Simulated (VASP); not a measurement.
# ScAl3 (P-6m2) in VASP: a series of runs, part 3 of 3

VASP 6.6.1. The steps go on from the part before.

**4. Single point, PBE**

This run uses another cell than the first one, of 18.53 Å³/atom, 1.005 times its volume.

Input file INCAR:

```
SYSTEM = ScAl3
  PREC = Accurate
  ENCUT = 520
  EDIFF = 1E-6
  ISMEAR = 0
  SIGMA = 0.1
  LREAL = .FALSE.
  LASPH = .TRUE.
  NELM = 100
  ALGO = Fast
  ISIF = 2
  LWAVE = .FALSE.
  LCHARG = .FALSE.
  GGA = PE
  NBANDS = 18
```

Input file KPOINTS:

```
regular mesh
0
G
  18 18 6
  0 0 0
```

Input file POSCAR:

```
ScAl3
1.0
    3.0484936030      0.0000000000      0.0000000000
   -1.5242468015      2.6400729035      0.0000000000
    0.0000000000      0.0000000000      9.2072390953
Sc Al
1 3
Direct
    0.3333333333      0.6666666667      0.0000000000
    0.3333333333      0.6666666667      0.5000000000
    0.6666666667      0.3333333333      0.2598821937
    0.6666666667      0.3333333333      0.7401178063
```

Potentials or basis: VASP PAW PBE potentials, release 64 (Sc_sv, Al).

Started as:

```console
> cat potpaw_PBE.64/Sc_sv/POTCAR potpaw_PBE.64/Al/POTCAR > POTCAR
> mpirun -np 1 vasp_std > vasp.out
```

OUTCAR:

```text
SYSTEM = ScAl3
   PREC = Accurate
   ENCUT = 520
   EDIFF = 1E-6
   ISMEAR = 0
   LREAL = .FALSE.
   LASPH = .TRUE.
   NELM = 100
   ISIF = 2
   GGA = PE

 ion  position               nearest neighbor table
   1  0.333  0.667  0.000-   3 2.97   4 2.97   3 2.97   4 2.97   3 2.97   4 2.97
   2  0.333  0.667  0.500-   3 2.83   4 2.83   3 2.83   4 2.83   3 2.83   4 2.83
   3  0.667  0.333  0.260-   2 2.83   2 2.83   2 2.83   1 2.97   1 2.97   1 2.97
   4  0.667  0.333  0.740-   2 2.83   2 2.83   2 2.83   1 2.97   1 2.97   1 2.97

  LATTYP: Found a hexagonal cell.
 ALAT       =     3.0484936030
 C/A-ratio  =     3.0202586242

  Lattice vectors:

 A1 = (   3.0484936030,   0.0000000000,   0.0000000000)
 A2 = (  -1.5242468015,   2.6400729035,   0.0000000000)
 A3 = (   0.0000000000,   0.0000000000,   9.2072390953)

Analysis of symmetry for initial positions (statically):
=====================================================================
 Subroutine PRICEL returns:
 Original cell was already a primitive cell.

 Routine SETGRP: Setting up the symmetry group for a
 hexagonal supercell.

 Subroutine GETGRP returns: Found 12 space group operations
 (whereof 12 operations were pure point group operations)
 out of a pool of 24 trial point group operations.

The static configuration has the point symmetry D_3h.

Analysis of symmetry for dynamics (positions and initial velocities):
=====================================================================
 Subroutine PRICEL returns:
 Original cell was already a primitive cell.

 Routine SETGRP: Setting up the symmetry group for a
 hexagonal supercell.

 Subroutine GETGRP returns: Found 12 space group operations
 (whereof 12 operations were pure point group operations)
 out of a pool of 24 trial point group operations.

The dynamic configuration has the point symmetry D_3h.

 Subroutine INISYM returns: Found 12 space group operations
 (whereof 12 operations are pure point group operations),
 and found     1 'primitive' translations

----------------------------------------------------------------------------------------

                                     Primitive cell

  volume of cell :      74.1021

  direct lattice vectors                    reciprocal lattice vectors
     3.048493603  0.000000000  0.000000000     0.328030867  0.189388709  0.000000000
    -1.524246801  2.640072904  0.000000000     0.000000000  0.378777419  0.000000000
     0.000000000  0.000000000  9.207239095     0.000000000  0.000000000  0.108610191

  length of vectors
     3.048493603  3.048493603  9.207239095     0.378777419  0.378777419  0.108610191

  position of ions in fractional coordinates (direct lattice)
     0.333333333  0.666666667  0.000000000
     0.333333333  0.666666667  0.500000000
     0.666666667  0.333333333  0.259882194
     0.666666667  0.333333333  0.740117806

  ion indices of the primitive-cell ions
   primitive index   ion index
                 1           1
                 2           2
                 3           3
                 4           4

----------------------------------------------------------------------------------------

 KPOINTS: regular mesh

Automatic generation of k-mesh.
 Grid dimensions read from file:
[... 23 lines left out ...]
  0.055556  0.000000  0.000000      6.000000
  0.111111  0.000000  0.000000      6.000000
  0.166667 -0.000000  0.000000      6.000000
  0.222222  0.000000  0.000000      6.000000
  0.277778  0.000000  0.000000      6.000000
[... 16 lines left out ...]
  0.333333  0.111111  0.000000     12.000000
  0.388889  0.111111  0.000000     12.000000
 [... further k-points ...]
   k-points           NKPTS =    148   k-points in BZ     NKDIM =    148   number of bands    NBANDS=     18
   number of dos      NEDOS =    301   number of ions     NIONS =      4
   total plane-waves  NPLWV =  40320
   dimension x,y,z NGX =    24 NGY =   24 NGZ =   70
   dimension x,y,z NGXF=    48 NGYF=   48 NGZF=  140
   ions per type =               1   3
   NGX,Y,Z   is equivalent  to a cutoff of  13.09, 13.09, 12.64 a.u.
   NGXF,Y,Z  is equivalent  to a cutoff of  26.18, 26.18, 25.28 a.u.
 SYSTEM =  ScAl3
   PREC   = accura    normal or accurate (medium, high low for compatibility)
   ISTART =      0    job   : 0-new  1-cont  2-samecut
   ICHARG =      2    charge: 1-file 2-atom 10-const
   ISPIN  =      1    spin polarized calculation?
   LNONCOLLINEAR =      F non collinear calculations
   LSORBIT =      F    spin-orbit coupling
   LASPH  =      T    aspherical Exc in radial PAW
   ENCUT  =  520.0 eV  38.22 Ry    6.18 a.u.   5.67  5.67 17.12*2*pi/ulx,y,z
   NELM   =    100;   NELMIN=  2; NELMDL= -5     # of ELM steps
   EDIFF  = 0.1E-05   stopping-criterion for ELM
   LREAL  =      F    real-space projection
   EDIFFG = 0.1E-04   stopping-criterion for IOM
   NSW    =      0    number of steps for IOM
   IBRION =     -1    ionic relax: 0-MD 1-quasi-New 2-CG
   NFREE  =      0    steps in history (QN), initial steepest desc. (CG)
   ISIF   =      2    stress and relaxation
   ISYM   =      2    0-nonsym 1-usesym 2-fastsym
   POTIM  = 0.5000    time-step for ionic-motion
   TEBEG  =    0.0;   TEEND  =   0.0 temperature during run
   PSTRESS=    0.0 pullay stress
   NELECT =      20.0000    total number of electrons
   NUPDOWN=      -1.0000    fix difference up-down
   EMIN   =  10.00;   EMAX   =-10.00  energy-range for DOS
   EFERMI =   0.00;   METHOD = LEGACY
   ISMEAR =     0;   SIGMA  =   0.10  broadening in eV -4-tet -1-fermi 0-gaus
   EFERMI_NEDOS =   21; number of points for ismear=-14 and -15
   IALGO  =     68    algorithm
   IMIX   =      4    mixing-type and parameters
     AMIX     =   0.40;   BMIX     =  1.00
     AMIX_MAG =   1.60;   BMIX_MAG =  1.00
  volume/ion in A,a.u.               =      18.53       125.02
  Fermi-wavevector in a.u.,A,eV,Ry     =   1.057973  1.999279 15.229097  1.119307
  Thomas-Fermi vector in A             =   2.193265
   LORBIT       =      0    0 simple, 1 ext, 2 COOP (PROOUT), +10 PAW based schemes
   GGA     = PE    functional components
   LHFCALC =     F    Hartree Fock is set to
   AEXX    =    0.0000 exact exchange contribution
   IVDW    =     0    specifies the selected vdW correction
   LEPSILON=     F    determine dielectric tensor
   LRPA    =     F    only Hartree local field effects (RPA)
 non-spin polarized calculation
 RMM-DIIS sequential band-by-band and
 Gauss-broadening in eV      SIGMA  =   0.10
  energy-cutoff  :      520.00
  volume of cell :       74.10
 maximum number of plane-waves:      2022
 NGX is ok and might be reduce to    24
   NGX = 11   NGY = 11   NGZ = 35

 number of electron      19.9999996 magnetization

 Free energy of the ion-electron system (eV)
  ---------------------------------------------------
  ext. energy  EPLUGINS =         0.00000000
  ---------------------------------------------------
  free energy    TOTEN  =       -17.79917344 eV

  energy without entropy =      -17.78346130  energy(sigma->0) =      -17.79131737

 E-fermi :   6.5321     XC(G=0): -10.1057

 val. band max:        6.5306802268   @ k =   0.3889   0.0000   0.1667
 cond. band min:       6.5322544615   @ k =   0.2778   0.2222   0.0000
 fundamental gap:      0.0015742347
 Fermi energy:         6.5321499794

 k-point     1 :       0.0000    0.0000    0.0000
  band No.  band energies     occupation
      1     -42.5582      2.00000
      2     -21.2847      2.00000
      3     -20.8929      2.00000
      4     -20.8929      2.00000
      5      -3.6098      2.00000
      6      -1.7920      2.00000
[... 481 lines left out ...]
      5       0.6834      2.00000
      6       2.2349      2.00000
[... 10 lines left out ...]
     17      10.7397      0.00000
     18      11.0011      0.00000

 [... further k-points ...]

------------------------ aborting loop because EDIFF is reached ----------------------------------------

  FORCE on cell =-STRESS in cart. coord.  units (eV):
  Direction    XX          YY          ZZ          XY          YZ          ZX
  --------------------------------------------------------------------------------------
  -------------------------------------------------------------------------------------
  Total        0.0081506      0.0081506      0.0043374      0.0000000      0.0000000      0.0000000
  in kB        0.1762268      0.1762268      0.0937807      0.0000000      0.0000000      0.0000000
  external PRESSURE =       0.1487448 kB  Pullay stress =       0.0000000 kB

 VOLUME and BASIS-vectors are now :
 -----------------------------------------------------------------------------
  energy-cutoff  :      520.00
  volume of cell :       74.10
      direct lattice vectors                 reciprocal lattice vectors
     3.048493603  0.000000000  0.000000000     0.328030867  0.189388709  0.000000000
    -1.524246801  2.640072904  0.000000000     0.000000000  0.378777419  0.000000000
     0.000000000  0.000000000  9.207239095     0.000000000  0.000000000  0.108610191

 POSITION                                       TOTAL-FORCE (eV/Angst)
 -----------------------------------------------------------------------------------
     -0.00000      1.76005      0.00000         0.000000      0.000000      0.000000
     -0.00000      1.76005      4.60362         0.000000     -0.000000      0.000000
      1.52425      0.88002      2.39280        -0.000000      0.000000      0.009831
      1.52425      0.88002      6.81444        -0.000000      0.000000     -0.009831
 -----------------------------------------------------------------------------------
    total drift:                                0.000000     -0.000000     -0.000000

  FREE ENERGIE OF THE ION-ELECTRON SYSTEM (eV)
  ---------------------------------------------------
  free  energy   TOTEN  =       -17.7991734404 eV

  energy  without entropy=      -17.7834612957  energy(sigma->0) =      -17.79131737
```

stdout:

```text
POSCAR found type information on POSCAR ScAl
 POSCAR found :  2 types and       4 ions
 scaLAPACK will be used
 LDA part: xc-table for (Slater+PW92), standard interpolation
 POSCAR, INCAR and KPOINTS ok, starting setup
 FFT: planning ... GRIDC
 FFT: planning ... GRID_SOFT
 FFT: planning ... GRID
 WAVECAR not read
 entering main loop
```

Wall time 8.5 min (1 thread of AMD EPYC 7R13 (Zen 3), shared host); peak memory 0.29 GiB.

Results:

- Free energy: -17.7992 eV
- Pressure: 0.0 GPa
- Largest force: 0.010 eV/Å
- Band gap on the k mesh: zero (band 10 reaches 8.27 eV, above the bottom of band 11 at 5.40 eV)

Forces on the atoms (eV/Å):
```
Sc   0.000  0.000  0.000
Al   0.000  0.000  0.000
Al   0.000  0.000  0.010
Al   0.000  0.000 -0.010
```

**5. Relaxation of cell and atoms, PBE**

Input file INCAR:

```
SYSTEM = ScAl3
PREC = Accurate
ENCUT = 600
EDIFF = 1E-6
ISMEAR = 0
SIGMA = 0.1
LREAL = .False.
LASPH = .True.
NELM = 100
ALGO = Fast
ISIF = 3
LWAVE = .False.
LCHARG = .False.
GGA = PE
IBRION = 2
NSW = 100
EDIFFG = -0.01
```

Input file KPOINTS:

```
regular mesh
0
Gamma
  18 18 6
  0 0 0
```

Input file POSCAR:

```
ScAl3
1.0
    3.0079107955      0.0000000000      0.0000000000
   -1.5039553977      2.6049271612      0.0000000000
    0.0000000000      0.0000000000      9.4146501454
Sc Al
1 3
Direct
    0.3333333333      0.6666666667      0.0000000000
    0.3333333333      0.6666666667      0.5000000000
    0.6666666667      0.3333333333      0.2591829179
    0.6666666667      0.3333333333      0.7408170821
```

Started as:

```console
> cat potpaw_PBE.64/Sc_sv/POTCAR potpaw_PBE.64/Al/POTCAR > POTCAR
> mpirun -np 1 vasp_std > vasp.out
```

It used 1700 s of CPU time on 1 thread of AMD EPYC 7R13 Processor (Zen 3), on a shared host.

Results (log left out):

- Free energy: -17.7996 eV
- Relaxed volume: 18.53 Å³/atom
- Relaxed cell: a = 3.049 Å, b = 3.049 Å, c = 9.206 Å, α = 90.00°, β = 90.00°, γ = 120.00°
- Space group after relaxing (to 0.05 Å): P-6m2 (No. 187)
- Energy gained by relaxing: 4.6 meV/atom
- Ionic steps: 10
- Pressure after relaxing: 0.0 GPa
- Band gap on the k mesh: zero (band 10 reaches 8.27 eV, above the bottom of band 11 at 5.39 eV)

Step by step:
```csv
step,energy change (eV),largest force (eV/Å),pressure (GPa),volume (Å³)
1,0.0000,0.0214,-0.02,73.77
2,-0.0140,0.0318,0.20,73.73
3,-0.0176,0.0381,0.43,73.69
4,-0.0183,0.0218,-0.12,74.30
5,-0.0184,0.0251,-0.04,74.19
6,-0.0184,0.0253,-0.04,74.18
7,-0.0182,0.0315,0.20,73.93
8,-0.0184,0.0258,-0.03,74.16
9,-0.0184,0.0175,-0.02,74.15
10,-0.0185,0.0012,0.02,74.12
```

Final structure:
```
Sc Al
1.0
     3.04915    0.00000    0.00000
    -1.52457    2.64064    0.00000
     0.00000    0.00000    9.20604
Sc Al
1 3
Cartesian
  0.0000 1.7604 0.0000
  0.0000 1.7604 4.6030
  1.5246 0.8802 2.3942
  1.5246 0.8802 6.8118
```

Levels at points of the mesh, in eV from the Fermi level:
| k point | band 7 | band 8 | band 9 | band 10 | band 11 | band 12 | band 13 | band 14 |
| --- | --- | --- | --- | --- | --- | --- | --- | --- |
| (0.00, 0.00, 0.00) | -6.61 | -2.64 | -2.13 | 1.71 | 1.93 | 1.93 | 3.44 | 3.44 |
| (0.50, 0.00, 0.00) | -3.66 | -3.35 | -2.15 | -1.32 | -0.20 | -0.05 | 2.44 | 2.50 |
| (0.00, 0.00, 0.50) | -5.60 | -4.49 | -0.65 | 1.69 | 1.93 | 1.93 | 3.43 | 3.43 |
| (0.50, 0.00, 0.50) | -3.86 | -3.23 | -2.24 | -1.14 | -0.33 | 0.72 | 1.44 | 2.48 |

**6. The runs side by side**

| task | cell | k mesh | cutoff (eV) | gap on the mesh (eV) | pressure (GPa) | relaxed volume (Å³/atom) | largest force (eV/Å) |
| --- | --- | --- | --- | --- | --- | --- | --- |
| single point | a = 3.008, b = 3.008, c = 9.415 Å, angles 90.0, 90.0, 120.0°, 4 atoms | 6 × 6 × 2 | 520 | none | 0.1 | - | 0.01 |
| relaxation of cell and atoms | relaxed from a = 2.729, b = 2.729, c = 10.130 Å, angles 90.0, 90.0, 120.0°, 4 atoms | 6 × 6 × 2 | 600 | none | 0.1 | 18.48 | 0.01 |
| single point | a = 3.048, b = 3.048, c = 9.207 Å, angles 90.0, 90.0, 120.0°, 4 atoms | 18 × 18 × 6 | 520 | none | 0.0 | - | 0.01 |
| relaxation of cell and atoms | relaxed from a = 3.008, b = 3.008, c = 9.415 Å, angles 90.0, 90.0, 120.0°, 4 atoms | 18 × 18 × 6 | 600 | none | 0.0 | 18.53 | - |

Alike in all rows: level PBE; potentials or basis VASP PAW PBE potentials, release 64 (Sc_sv, Al); no spin polarisation; smearing gaussian 0.1 eV.

Caveats: some runs use coarse meshes.

Absolute energies hang on the potentials; compare differences alone.
